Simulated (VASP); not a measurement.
Ag: single point with PBE

Crystal: Ag.

```
Ag
1.0
     0.00000    2.29068    2.29068
     2.29068    0.00000    2.29068
     2.29068    2.29068    0.00000
Ag
2
Direct
  0.87500 0.87500 0.87500
  0.12500 0.12500 0.12500
```

This isn't the form of Ag at room conditions, which is fcc.

```json
{"Program": "VASP 6.6.1", "Task": "single point", "Functional": "PBE", "Potentials or basis": "VASP PAW PBE potentials, release 64 (Ag_sv_GW)", "Cutoff": "470 eV", "k mesh": "12 × 12 × 12", "Occupations": "fermi-dirac, width 0.1 eV", "Spin": "no spin polarisation", "Dipole correction": "no", "k mesh for the DOS": "18 × 18 × 18", "Occupations for the DOS": "tetrahedron", "Further INCAR settings": "ALGO = Normal; EDIFF = 1e-06; NBANDS = 26"}
```

- Valence electrons inside the program's atomic spheres: Ag 17.53

Levels at points of the mesh, in eV from the Fermi level:
```csv
k point,band 17,band 18,band 19,band 20,band 21,band 22
"(0.00, 0.00, 0.00)",-6.04,-3.07,-3.07,12.96,13.16,13.16
"(0.50, 0.00, 0.00)",-4.26,-3.60,-3.60,-0.13,9.84,11.47
"(0.50, 0.50, 0.00)",-3.22,-3.22,0.30,0.30,3.82,3.82
```

Wall time 46 s on 1 thread of Intel(R) Xeon(R) 6975P-C (Granite Rapids), on a shared host, peak memory 0.21 GiB.

Caveat: atoms lie so close that the PAW spheres overlap strongly, which falsifies energies and pressures.
